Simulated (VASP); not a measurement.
# BeCu2SiS4 (I-42m) in VASP: notebook

BeCu2SiS4 is run at these levels: PBE, r2SCAN; tasks: single point, relaxation of cell and atoms.

All numbers are computed with VASP 6.6.1; they aren't measurements. Logs are shortened: lines on timing, memory, paths and dates and some standing lists are left out, and cuts for length are marked.

### 1 The cell of the first run

It takes space group I-42m (No. 121, tetragonal). Conventional cell: a = 5.036 Å, b = 5.036 Å, c = 10.676 Å, α = 90.00°, β = 90.00°, γ = 90.00°. Cu (site symmetry -4) has 4 S at 2.29 Å within 3.0 Å. Be (site symmetry -42m) has 4 S at 2.16 Å within 2.9 Å. Within 2.9 Å of Si (site symmetry -42m) lie 4 S at 2.18 Å. S (site symmetry m) has 1 Be at 2.16 Å and 1 Si at 2.18 Å and 2 Cu at 2.29 Å within 2.9 Å.

### 2 Single point, PBE

Input file INCAR:

```
PREC = Accurate
ENCUT = 520
EDIFF = 1E-6
ISMEAR = -1
SIGMA = 0.02
LREAL = False
LASPH = True
NELM = 100
ALGO = Normal
ISIF = 2
LWAVE = False
LCHARG = False
GGA = PE
NBANDS = 36
```

Input file KPOINTS:

```
Automatic mesh
0
Gamma
  6 6 6
```

Input file POSCAR:

```
BeCu2SiS4
1.0
   -2.5180192497      2.5180192497      5.3380985276
    2.5180192497     -2.5180192497      5.3380985276
    2.5180192497      2.5180192497     -5.3380985276
Cu Be Si S
2 1 1 4
Direct
    0.7500000000      0.2500000000      0.5000000000
    0.2500000000      0.7500000000      0.5000000000
    0.0000000000      0.0000000000      0.0000000000
    0.5000000000      0.5000000000      0.0000000000
    0.8674242012      0.8674242012      0.5036565718
    0.1325757988      0.6362323705      0.0000000000
    0.6362323705      0.1325757988      0.0000000000
    0.3637676295      0.3637676295      0.4963434282
```

Potentials or basis: VASP PAW PBE potentials, release 64 (Cu, Be, Si, S).

Run with:

```bash
cat potpaw_PBE.64/Cu/POTCAR potpaw_PBE.64/Be/POTCAR potpaw_PBE.64/Si/POTCAR potpaw_PBE.64/S/POTCAR > POTCAR
mpirun -np 1 vasp_std > vasp.out
```

OUTCAR:

```text
PREC = Accurate
   ENCUT = 520
   EDIFF = 1E-6
   ISMEAR = -1
   LREAL = False
   LASPH = True
   NELM = 100
   ISIF = 2
   GGA = PE

 ion  position               nearest neighbor table
   1  0.750  0.250  0.500-   8 2.29   6 2.29   7 2.29   5 2.29
   2  0.250  0.750  0.500-   8 2.29   7 2.29   6 2.29   5 2.29
   3  0.000  0.000  0.000-   5 2.16   6 2.16   7 2.16   8 2.16
   4  0.500  0.500  0.000-   5 2.18   6 2.18   7 2.18   8 2.18
   5  0.867  0.867  0.504-   3 2.16   4 2.18   1 2.29   2 2.29
   6  0.133  0.636  0.000-   3 2.16   4 2.18   2 2.29   1 2.29
   7  0.636  0.133  0.000-   3 2.16   4 2.18   1 2.29   2 2.29
   8  0.364  0.364  0.496-   3 2.16   4 2.18   2 2.29   1 2.29

  LATTYP: Found a body centered tetragonal cell.
 ALAT       =     5.0360384994
 C/A-ratio  =     2.1199593801

  Lattice vectors:

 A1 = (  -2.5180192497,   2.5180192497,   5.3380985276)
 A2 = (   2.5180192497,  -2.5180192497,   5.3380985276)
 A3 = (   2.5180192497,   2.5180192497,  -5.3380985276)

Analysis of symmetry for initial positions (statically):
=====================================================================
 Subroutine PRICEL returns:
 Original cell was already a primitive cell.

 Routine SETGRP: Setting up the symmetry group for a
 body centered tetragonal supercell.

 Subroutine GETGRP returns: Found  8 space group operations
 (whereof  8 operations were pure point group operations)
 out of a pool of 16 trial point group operations.

The static configuration has the point symmetry D_2d.

Analysis of symmetry for dynamics (positions and initial velocities):
=====================================================================
 Subroutine PRICEL returns:
 Original cell was already a primitive cell.

 Routine SETGRP: Setting up the symmetry group for a
 body centered tetragonal supercell.

 Subroutine GETGRP returns: Found  8 space group operations
 (whereof  8 operations were pure point group operations)
 out of a pool of 16 trial point group operations.

The dynamic configuration has the point symmetry D_2d.

 Subroutine INISYM returns: Found  8 space group operations
 (whereof  8 operations are pure point group operations),
 and found     1 'primitive' translations

----------------------------------------------------------------------------------------

                                     Primitive cell

  volume of cell :     135.3832

  direct lattice vectors                    reciprocal lattice vectors
    -2.518019250  2.518019250  5.338098528     0.000000000  0.198568776  0.093666312
     2.518019250 -2.518019250  5.338098528     0.198568776  0.000000000  0.093666312
     2.518019250  2.518019250 -5.338098528     0.198568776  0.198568776  0.000000000

  length of vectors
     6.416863546  6.416863546  6.416863546     0.219551672  0.219551672  0.280818656

  position of ions in fractional coordinates (direct lattice)
     0.750000000  0.250000000  0.500000000
     0.250000000  0.750000000  0.500000000
     0.000000000  0.000000000  0.000000000
     0.500000000  0.500000000  0.000000000
     0.867424201  0.867424201  0.503656572
     0.132575799  0.636232370  0.000000000
     0.636232370  0.132575799  0.000000000
     0.363767630  0.363767630  0.496343428

  ion indices of the primitive-cell ions
   primitive index   ion index
                 1           1
                 2           2
                 3           3
                 4           4
                 5           5
                 6           6
                 7           7
                 8           8

----------------------------------------------------------------------------------------

 KPOINTS: Automatic mesh

Automatic generation of k-mesh.
 Grid dimensions read from file:
 generate k-points for:    6    6    6

 Generating k-lattice:

  Cartesian coordinates                     Fractional coordinates (reciprocal lattice)
     0.000000000  0.033094796  0.015611052     0.166666667  0.000000000  0.000000000
     0.033094796  0.000000000  0.015611052     0.000000000  0.166666667  0.000000000
     0.033094796  0.033094796  0.000000000     0.000000000  0.000000000  0.166666667

  Length of vectors
     0.036591945  0.036591945  0.046803109

  Shift w.r.t. Gamma in fractional coordinates (k-lattice)
     0.000000000  0.000000000  0.000000000

 Subroutine IBZKPT returns following result:
 ===========================================

 Found     30 irreducible k-points:

 Following reciprocal coordinates:
            Coordinates               Weight
  0.000000  0.000000  0.000000      1.000000
  0.166667  0.000000  0.000000      8.000000
  0.333333  0.000000 -0.000000      8.000000
  0.500000  0.000000 -0.000000      4.000000
  0.166667  0.166667  0.000000      8.000000
  0.333333  0.166667  0.000000     16.000000
[... 16 lines left out ...]
 -0.333333 -0.333333  0.166667      8.000000
 -0.166667 -0.333333  0.166667      8.000000
 [... further k-points ...]
   k-points           NKPTS =     30   k-points in BZ     NKDIM =     30   number of bands    NBANDS=     36
   number of dos      NEDOS =    301   number of ions     NIONS =      8
   total plane-waves  NPLWV = 110592
   dimension x,y,z NGX =    48 NGY =   48 NGZ =   48
   dimension x,y,z NGXF=    96 NGYF=   96 NGZF=   96
   ions per type =               2   1   1   4
   NGX,Y,Z   is equivalent  to a cutoff of  12.44, 12.44, 12.44 a.u.
   NGXF,Y,Z  is equivalent  to a cutoff of  24.87, 24.87, 24.87 a.u.
 SYSTEM =  unknown system
   PREC   = accura    normal or accurate (medium, high low for compatibility)
   ISTART =      0    job   : 0-new  1-cont  2-samecut
   ICHARG =      2    charge: 1-file 2-atom 10-const
   ISPIN  =      1    spin polarized calculation?
   LNONCOLLINEAR =      F non collinear calculations
   LSORBIT =      F    spin-orbit coupling
   LASPH  =      T    aspherical Exc in radial PAW
   ENCUT  =  520.0 eV  38.22 Ry    6.18 a.u.  11.93 11.93 11.93*2*pi/ulx,y,z
   NELM   =    100;   NELMIN=  2; NELMDL= -5     # of ELM steps
   EDIFF  = 0.1E-05   stopping-criterion for ELM
   LREAL  =      F    real-space projection
   EDIFFG = 0.1E-04   stopping-criterion for IOM
   NSW    =      0    number of steps for IOM
   IBRION =     -1    ionic relax: 0-MD 1-quasi-New 2-CG
   NFREE  =      0    steps in history (QN), initial steepest desc. (CG)
   ISIF   =      2    stress and relaxation
   ISYM   =      2    0-nonsym 1-usesym 2-fastsym
   POTIM  = 0.5000    time-step for ionic-motion
   TEBEG  =    0.0;   TEEND  =   0.0 temperature during run
   PSTRESS=    0.0 pullay stress
   NELECT =      52.0000    total number of electrons
   NUPDOWN=      -1.0000    fix difference up-down
   EMIN   =  10.00;   EMAX   =-10.00  energy-range for DOS
   EFERMI =   0.00;   METHOD = LEGACY
   ISMEAR =    -1;   SIGMA  =   0.02  broadening in eV -4-tet -1-fermi 0-gaus
   EFERMI_NEDOS =   21; number of points for ismear=-14 and -15
   IALGO  =     38    algorithm
   IMIX   =      4    mixing-type and parameters
     AMIX     =   0.40;   BMIX     =  1.00
     AMIX_MAG =   1.60;   BMIX_MAG =  1.00
  volume/ion in A,a.u.               =      16.92       114.20
  Fermi-wavevector in a.u.,A,eV,Ry     =   1.190020  2.248812 19.267869  1.416148
  Thomas-Fermi vector in A             =   2.326115
   LORBIT       =      0    0 simple, 1 ext, 2 COOP (PROOUT), +10 PAW based schemes
   GGA     = PE    functional components
   LHFCALC =     F    Hartree Fock is set to
   AEXX    =    0.0000 exact exchange contribution
   IVDW    =     0    specifies the selected vdW correction
   LEPSILON=     F    determine dielectric tensor
   LRPA    =     F    only Hartree local field effects (RPA)
 non-spin polarized calculation
  energy-cutoff  :      520.00
  volume of cell :      135.38
 maximum number of plane-waves:      3688
   NGX = 23   NGY = 23   NGZ = 23

 number of electron      51.9999990 magnetization

 Free energy of the ion-electron system (eV)
  ---------------------------------------------------
  ext. energy  EPLUGINS =         0.00000000
  ---------------------------------------------------
  free energy    TOTEN  =       -37.79063231 eV

  energy without entropy =      -37.79063231  energy(sigma->0) =      -37.79063231

 E-fermi :   6.0517     XC(G=0):  -9.9707

 val. band max:        5.6344745068   @ k =   0.0000   0.0000   0.0000
 cond. band min:       7.0947838985   @ k =   0.5000   0.5000  -0.0000
 fundamental gap:      1.4603093918
 Fermi energy:         6.0516621335

 k-point     1 :       0.0000    0.0000    0.0000
  band No.  band energies     occupation
      1      -9.7088      2.00000
      2      -7.7753      2.00000
      3      -7.6501      2.00000
      4      -7.6501      2.00000
      5      -3.0544      2.00000
      6      -0.5895      2.00000
[... 28 lines left out ...]
     35      10.8906      0.00000
     36      12.1798      0.00000

 k-point     2 :       0.1667    0.0000    0.0000
  band No.  band energies     occupation
      1      -9.6027      2.00000
      2      -7.8064      2.00000
      3      -7.7731      2.00000
      4      -7.6873      2.00000
      5      -2.9167      2.00000
      6      -0.5483      2.00000
[... 28 lines left out ...]
     35      11.2296      0.00000
     36      11.5063      0.00000

 k-point     3 :       0.3333    0.0000   -0.0000
  band No.  band energies     occupation
      1      -9.3183      2.00000
      2      -8.1438      2.00000
      3      -7.8161      2.00000
      4      -7.7621      2.00000
      5      -2.6023      2.00000
      6      -0.5572      2.00000
[... 28 lines left out ...]
     35      11.4617      0.00000
     36      11.9754      0.00000

 k-point     4 :       0.5000    0.0000   -0.0000
  band No.  band energies     occupation
      1      -9.0747      2.00000
      2      -8.4233      2.00000
      3      -7.8176      2.00000
      4      -7.8100      2.00000
      5      -2.4159      2.00000
      6      -0.4841      2.00000
[... 28 lines left out ...]
     35      11.1814      0.00000
     36      11.5487      0.00000

 k-point     5 :       0.1667    0.1667    0.0000
  band No.  band energies     occupation
      1      -9.4720      2.00000
      2      -7.8985      2.00000
      3      -7.8196      2.00000
      4      -7.7671      2.00000
      5      -2.8205      2.00000
      6      -0.6031      2.00000
[... 655 lines left out ...]
 k-point    22 :      -0.1667    0.5000    0.1667
  band No.  band energies     occupation
      1      -9.1938      2.00000
      2      -8.2087      2.00000
      3      -8.0228      2.00000
      4      -7.6950      2.00000
      5      -2.5162      2.00000
      6      -0.4468      2.00000
[... 28 lines left out ...]
     35      11.7573      0.00000
     36      11.8403      0.00000

 k-point    23 :      -0.3333   -0.3333    0.1667
  band No.  band energies     occupation
      1      -9.3242      2.00000
      2      -8.1286      2.00000
      3      -7.8433      2.00000
      4      -7.7781      2.00000
      5      -2.7153      2.00000
      6      -0.4619      2.00000
[... 28 lines left out ...]
     35      11.2347      0.00000
     36      11.7831      0.00000

 k-point    24 :      -0.1667   -0.3333    0.1667
  band No.  band energies     occupation
      1      -9.4841      2.00000
      2      -8.0211      2.00000
      3      -7.8047      2.00000
      4      -7.6729      2.00000
      5      -2.8245      2.00000
      6      -0.4924      2.00000
[... 28 lines left out ...]
     35      11.0445      0.00000
     36      11.4262      0.00000

 [... further k-points ...]

------------------------ aborting loop because EDIFF is reached ----------------------------------------

  FORCE on cell =-STRESS in cart. coord.  units (eV):
  Direction    XX          YY          ZZ          XY          YZ          ZX
  --------------------------------------------------------------------------------------
  -------------------------------------------------------------------------------------
  Total       -0.0600848     -0.0600848      0.0161461      0.0000000     -0.0000000     -0.0000000
  in kB       -0.7110676     -0.7110676      0.1910792      0.0000000     -0.0000000     -0.0000000
  external PRESSURE =      -0.4103520 kB  Pullay stress =       0.0000000 kB

 VOLUME and BASIS-vectors are now :
 -----------------------------------------------------------------------------
  energy-cutoff  :      520.00
  volume of cell :      135.38
      direct lattice vectors                 reciprocal lattice vectors
    -2.518019250  2.518019250  5.338098528     0.000000000  0.198568776  0.093666312
     2.518019250 -2.518019250  5.338098528     0.198568776  0.000000000  0.093666312
     2.518019250  2.518019250 -5.338098528     0.198568776  0.198568776  0.000000000

 POSITION                                       TOTAL-FORCE (eV/Angst)
 -----------------------------------------------------------------------------------
      0.00000      2.51802      2.66905         0.000000     -0.000000      0.000000
      2.51802      0.00000      2.66905         0.000000     -0.000000      0.000000
      0.00000      0.00000      0.00000         0.000000     -0.000000      0.000000
      0.00000      0.00000      5.33810         0.000000     -0.000000      0.000000
      1.26822      1.26822      6.57222        -0.017686     -0.017686     -0.041081
      1.26822     -1.26822      4.10397        -0.017686      0.017686      0.041081
     -1.26822      1.26822      4.10397         0.017686     -0.017686      0.041081
      1.24980      1.24980      1.23412         0.017686      0.017686     -0.041081
 -----------------------------------------------------------------------------------
    total drift:                               -0.000004     -0.000004     -0.000004

  FREE ENERGIE OF THE ION-ELECTRON SYSTEM (eV)
  ---------------------------------------------------
  free  energy   TOTEN  =       -37.7906323142 eV

  energy  without entropy=      -37.7906323142  energy(sigma->0) =      -37.79063231
```

Run time: 1.9 min. Hardware: 1 thread of Intel Xeon 6975P-C (Granite Rapids), shared host; peak memory 0.39 GiB.

Results:

```yaml
Free_energy: -37.7906 eV
Pressure: 0.0 GPa
Largest_force: 0.048 eV/Å
Band_gap_on_the_k_mesh: 1.46 eV (least direct gap 1.50 eV)
```

Forces in eV/Å, atoms in the order of the input:
```
Cu   0.000  0.000  0.000
Cu   0.000  0.000  0.000
Be   0.000  0.000  0.000
Si   0.000  0.000  0.000
S   -0.018 -0.018 -0.041
S   -0.018  0.018  0.041
S    0.018 -0.018  0.041
S    0.018  0.018 -0.041
```

Stress tensor (GPa, compression positive):
```
-0.07  0.00  0.00
 0.00 -0.07  0.00
 0.00  0.00  0.02
```

Levels at points of the mesh, in eV from the valence-band top:
```csv
k point,band 24,band 25,band 26,band 27,band 28,band 29
"(0.00, 0.00, 0.00)",-1.00,0.00,0.00,1.50,1.82,3.39
"(0.50, 0.00, 0.00)",-1.18,-0.61,-0.60,3.15,3.24,3.45
"(0.50, 0.50, 0.00)",-0.86,-0.42,-0.19,1.46,2.69,2.97
"(0.50, 0.50, 0.50)",-1.38,-0.75,-0.75,1.57,1.82,1.82
```

A k mesh can miss the band edges.

### 3 Single point, r2SCAN

This run uses another cell than the first one, of 16.60 Å³/atom.

Input file POSCAR:

```
BeCu2SiS4
1.0
   -2.5029285361      2.5029285361      5.2983880723
    2.5029285361     -2.5029285361      5.2983880723
    2.5029285361      2.5029285361     -5.2983880723
Cu Be Si S
2 1 1 4
Direct
    0.7500000000      0.2500000000      0.5000000000
    0.2500000000      0.7500000000      0.5000000000
    0.0000000000      0.0000000000      0.0000000000
    0.5000000000      0.5000000000      0.0000000000
    0.8665282374      0.8665282374      0.5014164823
    0.1334717626      0.6348882449      0.0000000000
    0.6348882449      0.1334717626      0.0000000000
    0.3651117551      0.3651117551      0.4985835177
```

Input file INCAR.step1:

```
  PREC = Accurate
  ENCUT = 520
  ISMEAR = -1
  SIGMA = 0.02
  LREAL = F
  LASPH = T
  NELM = 100
  NBANDS = 36
  GGA = PE
  ALGO = Normal
  EDIFF = 1E-4
  LWAVE = T
  LCHARG = F
```

Input file INCAR.step2:

```
  PREC = Accurate
  ENCUT = 520
  EDIFF = 1E-7
  ISMEAR = -1
  SIGMA = 0.02
  LREAL = F
  LASPH = T
  NELM = 100
  ALGO = Normal
  ISIF = 2
  LWAVE = F
  LCHARG = T
  METAGGA = R2SCAN
  LMIXTAU = T
  LELF = T
  LVHAR = T
  NBANDS = 36
  ISTART = 1
```

Input file KPOINTS:

```
regular mesh
0
Gamma
  6 6 6
```

Potentials or basis: VASP PAW PBE potentials, release 64 (Cu, Be, Si, S).

Run with:

```bash
cat potpaw_PBE.64/Cu/POTCAR potpaw_PBE.64/Be/POTCAR potpaw_PBE.64/Si/POTCAR potpaw_PBE.64/S/POTCAR > POTCAR
cp INCAR.step1 INCAR
mpirun -np 1 vasp_std > vasp.out
cp INCAR.step2 INCAR
mpirun -np 1 vasp_std > vasp.out
```

It took 6 min on 1 thread of Intel Xeon 6975P-C (Granite Rapids), shared host; peak memory 0.44 GiB.

The run converged. Its results:

| Quantity | Value |
| --- | --- |
| Free energy | -72.4591 eV |
| Pressure | 0.0 GPa |
| Largest force | 0.039 eV/Å |
| Band gap on the k mesh | 1.88 eV (least direct gap 2.02 eV) |

Forces on the atoms (eV/Å):
```
Cu   0.000  0.000  0.000
Cu   0.000  0.000  0.000
Be   0.000  0.000  0.000
Si   0.000  0.000  0.000
S   -0.024 -0.024 -0.018
S   -0.024  0.024  0.018
S    0.024 -0.024  0.018
S    0.024  0.024 -0.018
```

Levels at points of the mesh, in eV from the valence-band top:
```tsv
k point	band 23	band 24	band 25	band 26	band 27	band 28	band 29	band 30
(0.00, 0.00, 0.00)	-1.69	-1.03	0.00	0.00	2.02	2.12	3.82	4.12
(0.50, 0.00, 0.00)	-1.22	-1.20	-0.63	-0.61	3.56	3.63	3.81	4.48
(0.50, 0.50, 0.00)	-1.31	-0.89	-0.46	-0.20	1.91	3.07	3.39	4.40
(0.50, 0.50, 0.50)	-1.59	-1.41	-0.79	-0.79	1.88	2.06	2.06	2.34
```

Caveat: the PAW data sets were made with another functional, which shifts forces and pressure a little. A k mesh can miss the band edges.

(Continued in part 2 of 3.)
